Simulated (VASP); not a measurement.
# CdI2: single point with PBEsol

The system is CdI2.

```
Cd I
1.0
     4.24400    0.00000    0.00000
    -2.12200    3.67541    0.00000
     0.00000    0.00000    6.85900
Cd I
1 2
Direct
  0.00000 0.00000 0.00000
  0.33333 0.66667 0.24920
  0.66667 0.33333 0.75080
```

```
Program             : VASP 6.6.1
Task                : single point
Functional          : PBEsol
Potentials or basis : VASP PAW PBE potentials, release 64 (Cd, I)
Cutoff              : 500 eV
k mesh              : 8 × 8 × 5
Occupations         : fermi-dirac, width 0.03 eV
Spin                : no spin polarisation
```

The pressure is -0.3 GPa and the largest force is 0.070 eV/Å. The band gap on the k mesh is 2.29 eV, indirect (least direct gap 2.50 eV).

Forces in eV/Å, atoms in the order of the input:
```
Cd   0.000  0.000  0.000
I    0.000  0.000 -0.070
I    0.000  0.000  0.070
```

Stress tensor (GPa, compression positive):
```
-0.34  0.00  0.00
 0.00 -0.34  0.00
 0.00  0.00 -0.17
```

Levels at points of the mesh, in eV from the valence-band top:
```csv
k point,band 9,band 10,band 11,band 12,band 13,band 14,band 15,band 16,band 17,band 18
"(0.00, 0.00, 0.00)",-0.32,-0.32,-0.17,-0.17,-0.15,2.35,4.31,6.24,6.24,8.27
"(0.50, 0.00, 0.00)",-2.82,-2.03,-1.56,-0.73,-0.14,2.59,4.87,5.80,6.42,7.52
```

Run time: 76 s on 1 thread of Intel(R) Xeon(R) Platinum 8375C CPU @ 2.90GHz (Ice Lake), with other jobs on the host, peak memory 0.26 GiB.

Caveat: the PAW data sets were made with another functional, which shifts forces and pressure a little; spin-orbit coupling is left out, which moves the levels of the heavy elements; this functional lacks dispersion, which binds the layers, so the pressure and a relaxed spacing across them are unreliable. PBEsol gaps usually lie below the measured ones, often by a third to a half.
